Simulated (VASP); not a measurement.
# Hf (P6_3/mmc) in VASP: a series of runs

The runs below take Hf through single point, with PBE.

Everything below comes from runs of VASP 6.6.1. Logs are shortened: lines on timing, memory, paths and dates and some standing lists are left out, and cuts for length are marked.

## 1. The cell of the first run

The structure is hexagonal, space group P6_3/mmc (No. 194). Conventional cell: a = 3.239 Å, b = 3.239 Å, c = 5.124 Å, α = 90.00°, β = 90.00°, γ = 120.00°. Within 4.2 Å of Hf (site symmetry -6m2) lie 12 Hf at 3.17 to 3.24 Å.

## 2. Single point, PBE (volume scaled by 1.04)

File INCAR:

```
ALGO     = Normal         # electronic algorithm
EDIFF    = 1E-6           # SCF threshold, eV
ENCUT    = 520            # plane-wave cutoff, eV
GGA      = PE             # functional
ISIF     = 2              # what is computed and relaxed
ISMEAR   = -1             # smearing method
LASPH    = True           # aspherical terms in the spheres
LCHARG   = False          # write CHGCAR
LREAL    = False          # projectors in reciprocal space
LWAVE    = False          # write WAVECAR
NBANDS   = 17             # bands
NELM     = 60             # most SCF steps
PREC     = Accurate       # precision mode
SIGMA    = 0.05           # smearing width, eV
```

File KPOINTS:

```
k-points
0
Gamma
  13 13 7
```

File POSCAR:

```
Hf
1.0
    3.2387651710      0.0000000000      0.0000000000
   -1.6193825855      2.8048529150      0.0000000000
    0.0000000000      0.0000000000      5.1243576326
Hf
2
Direct
    0.3333333333      0.6666666667      0.2500000000
    0.6666666667      0.3333333333      0.7500000000
```

Potentials or basis: VASP PAW PBE potentials, release 64 (Hf_pv).

The run is started by

```
> cat potpaw_PBE.64/Hf_pv/POTCAR > POTCAR
> mpirun -np 1 vasp_std > vasp.out
```

OUTCAR:

```text
EDIFF = 1E-6
   ENCUT = 520
   GGA = PE
   ISIF = 2
   ISMEAR = -1
   LASPH = True
   LREAL = False
   NELM = 60
   PREC = Accurate

 ion  position               nearest neighbor table
   1  0.333  0.667  0.250-   2 3.17   2 3.17   2 3.17   2 3.17   2 3.17   2 3.17
   2  0.667  0.333  0.750-   1 3.17   1 3.17   1 3.17   1 3.17   1 3.17   1 3.17

  LATTYP: Found a hexagonal cell.
 ALAT       =     3.2387651710
 C/A-ratio  =     1.5821948681

  Lattice vectors:

 A1 = (   3.2387651710,   0.0000000000,   0.0000000000)
 A2 = (  -1.6193825855,   2.8048529150,   0.0000000000)
 A3 = (   0.0000000000,   0.0000000000,   5.1243576326)

Analysis of symmetry for initial positions (statically):
=====================================================================
 Subroutine PRICEL returns:
 Original cell was already a primitive cell.

 Routine SETGRP: Setting up the symmetry group for a
 hexagonal supercell.

 Subroutine GETGRP returns: Found 24 space group operations
 (whereof 12 operations were pure point group operations)
 out of a pool of 24 trial point group operations.

The static configuration has the point symmetry D_3d.
 The point group associated with its full space group is D_6h.

Analysis of symmetry for dynamics (positions and initial velocities):
=====================================================================
 Subroutine PRICEL returns:
 Original cell was already a primitive cell.

 Routine SETGRP: Setting up the symmetry group for a
 hexagonal supercell.

 Subroutine GETGRP returns: Found 24 space group operations
 (whereof 12 operations were pure point group operations)
 out of a pool of 24 trial point group operations.

The dynamic configuration has the point symmetry D_3d.
 The point group associated with its full space group is D_6h.

 Subroutine INISYM returns: Found 24 space group operations
 (whereof 12 operations are pure point group operations),
 and found     1 'primitive' translations

----------------------------------------------------------------------------------------

                                     Primitive cell

  volume of cell :      46.5510

  direct lattice vectors                    reciprocal lattice vectors
     3.238765171  0.000000000  0.000000000     0.308759650  0.178262467  0.000000000
    -1.619382585  2.804852915  0.000000000     0.000000000  0.356524934  0.000000000
     0.000000000  0.000000000  5.124357633     0.000000000  0.000000000  0.195146411
[... 76 lines left out ...]
   ISTART =      0    job   : 0-new  1-cont  2-samecut
   ICHARG =      2    charge: 1-file 2-atom 10-const
   ISPIN  =      1    spin polarized calculation?
   LNONCOLLINEAR =      F non collinear calculations
   LSORBIT =      F    spin-orbit coupling
   LASPH  =      T    aspherical Exc in radial PAW
   ENCUT  =  520.0 eV  38.22 Ry    6.18 a.u.   6.02  6.02  9.53*2*pi/ulx,y,z
   NELM   =     60;   NELMIN=  2; NELMDL= -5     # of ELM steps
   EDIFF  = 0.1E-05   stopping-criterion for ELM
   LREAL  =      F    real-space projection
   EDIFFG = 0.1E-04   stopping-criterion for IOM
   NSW    =      0    number of steps for IOM
   IBRION =     -1    ionic relax: 0-MD 1-quasi-New 2-CG
   NFREE  =      0    steps in history (QN), initial steepest desc. (CG)
   ISIF   =      2    stress and relaxation
   ISYM   =      2    0-nonsym 1-usesym 2-fastsym
   POTIM  = 0.5000    time-step for ionic-motion
   TEBEG  =    0.0;   TEEND  =   0.0 temperature during run
   PSTRESS=    0.0 pullay stress
   NELECT =      20.0000    total number of electrons
   NUPDOWN=      -1.0000    fix difference up-down
   EMIN   =  10.00;   EMAX   =-10.00  energy-range for DOS
   EFERMI =   0.00;   METHOD = LEGACY
   ISMEAR =    -1;   SIGMA  =   0.05  broadening in eV -4-tet -1-fermi 0-gaus
   EFERMI_NEDOS =   21; number of points for ismear=-14 and -15
   IALGO  =     38    algorithm
   IMIX   =      4    mixing-type and parameters
     AMIX     =   0.40;   BMIX     =  1.00
     AMIX_MAG =   1.60;   BMIX_MAG =  1.00
  volume/ion in A,a.u.               =      23.28       157.07
  Fermi-wavevector in a.u.,A,eV,Ry     =   1.235308  2.334393 20.762290  1.525985
  Thomas-Fermi vector in A             =   2.369963
   LORBIT       =      0    0 simple, 1 ext, 2 COOP (PROOUT), +10 PAW based schemes
   GGA     = PE    functional components
   LHFCALC =     F    Hartree Fock is set to
   AEXX    =    0.0000 exact exchange contribution
   IVDW    =     0    specifies the selected vdW correction
   LEPSILON=     F    determine dielectric tensor
   LRPA    =     F    only Hartree local field effects (RPA)
 non-spin polarized calculation
  energy-cutoff  :      520.00
  volume of cell :       46.55
 maximum number of plane-waves:      1275
   NGX = 13   NGY = 13   NGZ = 19

 number of electron      20.0000005 magnetization

 Free energy of the ion-electron system (eV)
  ---------------------------------------------------
  ext. energy  EPLUGINS =         0.00000000
  ---------------------------------------------------
  free energy    TOTEN  =       -19.83673188 eV

  energy without entropy =      -19.82370071  energy(sigma->0) =      -19.83021629

 E-fermi :   4.6466     XC(G=0): -11.1046

 val. band max:        4.6358255890   @ k =   0.2308   0.2308   0.4286
 cond. band min:       4.6496024510   @ k =   0.0000   0.0000   0.4286
 fundamental gap:      0.0137768620
 Fermi energy:         4.6466105451

 k-point     1 :       0.0000    0.0000    0.0000
  band No.  band energies     occupation
      1     -26.4664      2.00000
      2     -25.8140      2.00000
      3     -25.8140      2.00000
      4     -25.7088      2.00000
      5     -25.7013      2.00000
      6     -25.7013      2.00000
[... 457 lines left out ...]
      4     -25.8428      2.00000
      5     -25.7409      2.00000
      6     -25.7232      2.00000
[... 9 lines left out ...]
     16       7.3659      0.00000
     17      10.1575      0.00000

 [... further k-points ...]
[... 5 lines left out ...]
  --------------------------------------------------------------------------------------
  -------------------------------------------------------------------------------------
  Total       -1.0370125     -1.0370125     -1.1445053      0.0000000      0.0000000      0.0000000
  in kB      -35.6915665    -35.6915665    -39.3912192      0.0000000      0.0000000      0.0000000
  external PRESSURE =     -36.9247841 kB  Pullay stress =       0.0000000 kB

 VOLUME and BASIS-vectors are now :
 -----------------------------------------------------------------------------
  energy-cutoff  :      520.00
  volume of cell :       46.55
      direct lattice vectors                 reciprocal lattice vectors
     3.238765171  0.000000000  0.000000000     0.308759650  0.178262467  0.000000000
    -1.619382585  2.804852915  0.000000000     0.000000000  0.356524934  0.000000000
     0.000000000  0.000000000  5.124357633     0.000000000  0.000000000  0.195146411

 POSITION                                       TOTAL-FORCE (eV/Angst)
 -----------------------------------------------------------------------------------
     -0.00000      1.86990      1.28109        -0.000000      0.000000      0.000000
      1.61938      0.93495      3.84327         0.000000     -0.000000      0.000000
 -----------------------------------------------------------------------------------
    total drift:                               -0.000000      0.000000     -0.000000

  FREE ENERGIE OF THE ION-ELECTRON SYSTEM (eV)
  ---------------------------------------------------
  free  energy   TOTEN  =       -19.8367318786 eV

  energy  without entropy=      -19.8237007060  energy(sigma->0) =      -19.83021629
```

Run time: 32 s. Hardware: 1 thread of AMD EPYC 9R45 (Zen 5), shared host; peak memory 0.16 GiB.

What came out:

```yaml
Free_energy: -19.8367 eV
Pressure: -3.7 GPa
Band_gap_on_the_k_mesh: zero (band 10 reaches 5.82 eV, above the bottom of band 11 at 4.24 eV)
```

Stress tensor (GPa, compression positive):
```
-3.57  0.00  0.00
 0.00 -3.57  0.00
 0.00  0.00 -3.94
```

Levels at points of the mesh, in eV from the Fermi level:
```csv
k point,band 6,band 7,band 8,band 9,band 10,band 11,band 12,band 13,band 14,band 15
"(0.00, 0.00, 0.00)",-30.35,-7.24,-3.59,0.51,1.17,1.17,1.43,1.95,1.95,2.55
```

Caveat: spin-orbit coupling is left out, which moves the levels of the heavy elements.

## 3. Single point, PBE (volume scaled by 1.06)

File INCAR:

```
SYSTEM = Hf
  PREC = Accurate
  ENCUT = 520
  EDIFF = 1E-6
  ISMEAR = -1
  SIGMA = 0.05
  LREAL = .False.
  LASPH = .True.
  NELM = 100
  ALGO = Normal
  ISIF = 2
  LWAVE = .False.
  LCHARG = .False.
  GGA = PE
  NBANDS = 17
```

File KPOINTS:

```
regular mesh
0
Gamma
  13 13 7
  0 0 0
```

File POSCAR:

```
Hf
1.0
    3.2593948047      0.0000000000      0.0000000000
   -1.6296974024      2.8227187018      0.0000000000
    0.0000000000      0.0000000000      5.1569977332
Hf
2
Direct
    0.3333333333      0.6666666667      0.2500000000
    0.6666666667      0.3333333333      0.7500000000
```

Potentials or basis: VASP PAW PBE potentials, release 64 (Hf_pv).

The run is started by

```
> cat potpaw_PBE.64/Hf_pv/POTCAR > POTCAR
> mpirun -np 1 vasp_std > vasp.out
```

It took 31 s on 1 thread of AMD EPYC 9R45 (Zen 5), shared host; peak memory 0.17 GiB.

It converged, with:

| Property | Result |
| --- | --- |
| Free energy | -19.8112 eV |
| Pressure | -5.5 GPa |
| Band gap on the k mesh | zero (band 10 reaches 5.68 eV, above the bottom of band 11 at 4.11 eV) |

Stress tensor (GPa, compression positive):
```
-5.32  0.00  0.00
 0.00 -5.32  0.00
 0.00  0.00 -5.73
```

Levels at points of the mesh, in eV from the Fermi level:
```
           k point  band 7  band 8  band 9  band 10  band 11  band 12  band 13  band 14
(0.00, 0.00, 0.00)   -7.18   -3.53    0.46     1.16     1.16     1.42     1.92     1.92
```

Caveat: spin-orbit coupling is left out, which moves the levels of the heavy elements.

## 4. Single point, PBE (equal xx and yy strain of -2 %)

File INCAR:

```
PREC = Accurate ; ENCUT = 520
EDIFF = 1E-7 ; ISMEAR = -1
SIGMA = 0.05 ; LREAL = F
LASPH = T ; NELM = 100
ALGO = Normal ; ISIF = 2
LWAVE = F ; LCHARG = F
GGA = PE ; NBANDS = 17
```

File KPOINTS:

```
regular mesh
0
Gamma
  13 13 7
```

File POSCAR:

```
Hf
1.0
    3.1327645537      0.0000000000      0.0000000000
   -1.5663822769      2.7130536876      0.0000000000
    0.0000000000      0.0000000000      5.0578000000
Hf
2
Direct
    0.3333333333      0.6666666667      0.2500000000
    0.6666666667      0.3333333333      0.7500000000
```

The run is started by

```
> cat potpaw_PBE.64/Hf_pv/POTCAR > POTCAR
> mpirun -np 1 vasp_std > vasp.out
```

Wall time 40 s (1 thread of AMD EPYC 7R43 (Zen 3), shared host); peak memory 0.16 GiB.

It converged, with:

* Free energy: -19.8213 eV
* Pressure: 5.0 GPa
* Band gap on the k mesh: zero (band 10 reaches 6.44 eV, above the bottom of band 11 at 4.83 eV)

Stress tensor (GPa, compression positive):
```
5.91 0.00 0.00
0.00 5.91 0.00
0.00 0.00 3.21
```

Levels at points of the mesh, in eV from the Fermi level:
```
           k point  band 7  band 8  band 9  band 10  band 11  band 12  band 13  band 14
(0.00, 0.00, 0.00)   -7.51   -3.88    0.62     1.24     1.24     1.29     2.05     2.05
```

Caveat: the cell differs from its parent crystal (equal xx and yy strain of -2 %); spin-orbit coupling is left out, which moves the levels of the heavy elements.

## 5. Single point, PBE (equal xx and yy strain of +1 %)

File INCAR:

```
SYSTEM = Hf
PREC = Accurate
ENCUT = 520
EDIFF = 1E-7
ISMEAR = -1
SIGMA = 0.05
LREAL = .False.
LASPH = .True.
NELM = 60
ALGO = Normal
ISIF = 2
LWAVE = .False.
LCHARG = .False.
GGA = PE
NBANDS = 17
```

File KPOINTS:

```
regular mesh
0
Gamma
  13 13 7
  0 0 0
```

File POSCAR:

```
Hf
1.0
    3.2286655094      0.0000000000      0.0000000000
   -1.6143327547      2.7961063515      0.0000000000
    0.0000000000      0.0000000000      5.0578000000
Hf
2
Direct
    0.3333333333      0.6666666667      0.2500000000
    0.6666666667      0.3333333333      0.7500000000
```

Potentials or basis: VASP PAW PBE potentials, release 64 (Hf_pv).

The run is started by

```
> cat potpaw_PBE.64/Hf_pv/POTCAR > POTCAR
> mpirun -np 1 vasp_std > vasp.out
```

OUTCAR:

```text
SYSTEM = Hf
   PREC = Accurate
   ENCUT = 520
   EDIFF = 1E-7
   ISMEAR = -1
   LREAL = .False.
   LASPH = .True.
   NELM = 60
   ISIF = 2
   GGA = PE

 ion  position               nearest neighbor table
   1  0.333  0.667  0.250-   2 3.14   2 3.14   2 3.14   2 3.14   2 3.14   2 3.14
   2  0.667  0.333  0.750-   1 3.14   1 3.14   1 3.14   1 3.14   1 3.14   1 3.14

  LATTYP: Found a hexagonal cell.
 ALAT       =     3.2286655094
 C/A-ratio  =     1.5665295724

  Lattice vectors:
[... 192 lines left out ...]
      4     -25.5054      2.00000
      5     -25.5054      2.00000
      6     -25.5006      2.00000
[... 457 lines left out ...]
      4     -25.6556      2.00000
      5     -25.5377      2.00000
      6     -25.5278      2.00000
[... 9 lines left out ...]
     16       7.5687      0.00000
     17      10.4155      0.00000

 [... further k-points ...]
[... 5 lines left out ...]
  --------------------------------------------------------------------------------------
  -------------------------------------------------------------------------------------
  Total       -0.5841447     -0.5841447     -0.3203378      0.0000000      0.0000000      0.0000000
  in kB      -20.4971110    -20.4971110    -11.2403637      0.0000000      0.0000000      0.0000000
  external PRESSURE =     -17.4115285 kB  Pullay stress =       0.0000000 kB

 VOLUME and BASIS-vectors are now :
 -----------------------------------------------------------------------------
  energy-cutoff  :      520.00
  volume of cell :       45.66
      direct lattice vectors                 reciprocal lattice vectors
     3.228665509  0.000000000  0.000000000     0.309725488  0.178820094  0.000000000
    -1.614332755  2.796106352  0.000000000     0.000000000  0.357640188  0.000000000
     0.000000000  0.000000000  5.057800000     0.000000000  0.000000000  0.197714421

 POSITION                                       TOTAL-FORCE (eV/Angst)
 -----------------------------------------------------------------------------------
     -0.00000      1.86407      1.26445         0.000000     -0.000000      0.000000
      1.61433      0.93204      3.79335        -0.000000      0.000000      0.000000
 -----------------------------------------------------------------------------------
    total drift:                               -0.000000      0.000000     -0.000000

  FREE ENERGIE OF THE ION-ELECTRON SYSTEM (eV)
  ---------------------------------------------------
  free  energy   TOTEN  =       -19.8513001719 eV

  energy  without entropy=      -19.8387623512  energy(sigma->0) =      -19.84503126
```

OSZICAR:

```text
N       E                     dE             d eps       ncg     rms          rms(c)
DAV:   1     0.509957999336E+02    0.50996E+02   -0.11340E+04  2872   0.111E+03
DAV:   2    -0.186568123038E+02   -0.69653E+02   -0.67837E+02  3737   0.249E+02
DAV:   3    -0.205756063208E+02   -0.19188E+01   -0.19005E+01  3641   0.274E+01
DAV:   4    -0.205928290334E+02   -0.17223E-01   -0.17208E-01  3620   0.306E+00
DAV:   5    -0.205930128184E+02   -0.18379E-03   -0.18375E-03  3762   0.280E-01    0.641E+01
DAV:   6    -0.200493560812E+02    0.54366E+00   -0.51919E-01  3407   0.460E+00    0.380E+01
DAV:   7    -0.198623158589E+02    0.18704E+00   -0.87367E-01  3457   0.572E+00    0.188E+00
DAV:   8    -0.198512071401E+02    0.11109E-01   -0.56815E-02  3363   0.153E+00    0.279E-01
DAV:   9    -0.198513129770E+02   -0.10584E-03   -0.11991E-03  3863   0.247E-01    0.188E-01
DAV:  10    -0.198512976344E+02    0.15343E-04   -0.72698E-05  3355   0.559E-02    0.245E-01
DAV:  11    -0.198513000807E+02   -0.24463E-05   -0.76883E-06  3706   0.196E-02    0.107E-02
DAV:  12    -0.198513001719E+02   -0.91179E-07   -0.46259E-07  3589   0.431E-03
   1 F= -.19851300E+02 E0= -.19845031E+02  d E =-.125378E-01
```

Run time: 43 s. Hardware: 1 thread of AMD EPYC 7R43 (Zen 3), shared host; peak memory 0.16 GiB.

What came out:

| Property | Result |
| --- | --- |
| Free energy | -19.8513 eV |
| Pressure | -1.7 GPa |
| Band gap on the k mesh | zero (band 10 reaches 5.93 eV, above the bottom of band 11 at 4.37 eV) |

Stress tensor (GPa, compression positive):
```
-2.05  0.00  0.00
 0.00 -2.05  0.00
 0.00  0.00 -1.12
```

Levels at points of the mesh, in eV from the Fermi level:
```csv
k point,band 7,band 8,band 9,band 10,band 11,band 12,band 13,band 14
"(0.00, 0.00, 0.00)",-7.32,-3.63,0.65,1.15,1.15,1.53,1.97,1.97
```

Caveat: the cell differs from its parent crystal (equal xx and yy strain of +1 %); spin-orbit coupling is left out, which moves the levels of the heavy elements.

## 6. Overview

```csv
cell,gap on the mesh (eV),pressure (GPa)
"a = 3.239, b = 3.239, c = 5.124 Å, angles 90.0, 90.0, 120.0°, 2 atoms",none,-3.7
"a = 3.259, b = 3.259, c = 5.157 Å, angles 90.0, 90.0, 120.0°, 2 atoms",none,-5.5
"a = 3.133, b = 3.133, c = 5.058 Å, angles 90.0, 90.0, 120.0°, 2 atoms",none,5.0
"a = 3.229, b = 3.229, c = 5.058 Å, angles 90.0, 90.0, 120.0°, 2 atoms",none,-1.7
```

Alike in all rows: task single point; level PBE; potentials or basis VASP PAW PBE potentials, release 64 (Hf_pv); no spin polarisation; k mesh 13 × 13 × 7; cutoff (eV) 520; smearing fermi-dirac 0.05 eV.

Caveats: spin-orbit coupling is left out, which moves the levels of the heavy elements.

Absolute energies hang on the potentials; compare differences alone.
